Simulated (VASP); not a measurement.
Runs of VASP 6.6.1 on B2W. The structure is that of space group P6/mmm (No. 191), or close to it. The cells are those of the table. 

```csv
task,cell,gap on the mesh (eV),pressure (GPa)
electric field gradients,"a = 3.060, b = 3.060, c = 3.090 Å, angles 90.0, 90.0, 120.0°, 3 atoms",none,7.7
single point,"a = 3.060, b = 3.060, c = 3.090 Å, angles 90.0, 90.0, 120.0°, 3 atoms",none,7.7
single point,"a = 2.958, b = 2.958, c = 2.988 Å, angles 90.0, 90.0, 120.0°, 3 atoms",none,56.0
electric field gradients,"a = 3.000, b = 3.000, c = 3.030 Å, angles 90.0, 90.0, 120.0°, 3 atoms",none,33.9
electric field gradients,"a = 3.030, b = 3.030, c = 3.060 Å, angles 90.0, 90.0, 120.0°, 3 atoms",none,(a)
```

Alike in all rows: level LDA; potentials or basis VASP PAW LDA potentials, release 64 (B, W_sv); no spin polarisation; k mesh 14 × 14 × 12; cutoff (eV) 520; smearing fermi-dirac 0.05 eV.

Problem. Fill in the values left out.

Solution. (a) 19.9.

Caveats: spin-orbit coupling is left out, which moves the levels of the heavy elements.

A k mesh can miss the band edges, and the runs leave out spin-orbit coupling on W.

A gap of «none» marks levels without a gap at the run's occupations.
